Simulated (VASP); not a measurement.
Input of a VASP 6.6.1 run:

File INCAR:

```
ALGO = Normal
EDIFF = 1E-6
ENCUT = 520
GGA = PE
ISIF = 2
ISMEAR = -1
LASPH = True
LCHARG = False
LREAL = False
LWAVE = False
NBANDS = 16
NELM = 100
PREC = Accurate
SIGMA = 0.02
```

KPOINTS

```
k-points
0
Gamma
  8 8 8
```

POSCAR

```
AgCl
1.0
    0.0000000000      2.8057051562      2.8057051562
    2.8057051562      0.0000000000      2.8057051562
    2.8057051562      2.8057051562      0.0000000000
Ag Cl
1 1
Direct
    0.0000000000      0.0000000000      0.0000000000
    0.5000000000      0.5000000000      0.5000000000
```

Potentials or basis: VASP PAW PBE potentials, release 64 (Ag, Cl).

Launch:

```bash
$ cat potpaw_PBE.64/Ag/POTCAR potpaw_PBE.64/Cl/POTCAR > POTCAR
$ mpirun -np 1 vasp_std > vasp.out
```

Problem. What does it give for the band gap on the k mesh?

Solution. 0.92 eV (least direct gap 3.08 eV).

Problem. Estimate the pressure.

Solution. -0.1 GPa.

A k mesh can miss the band edges.
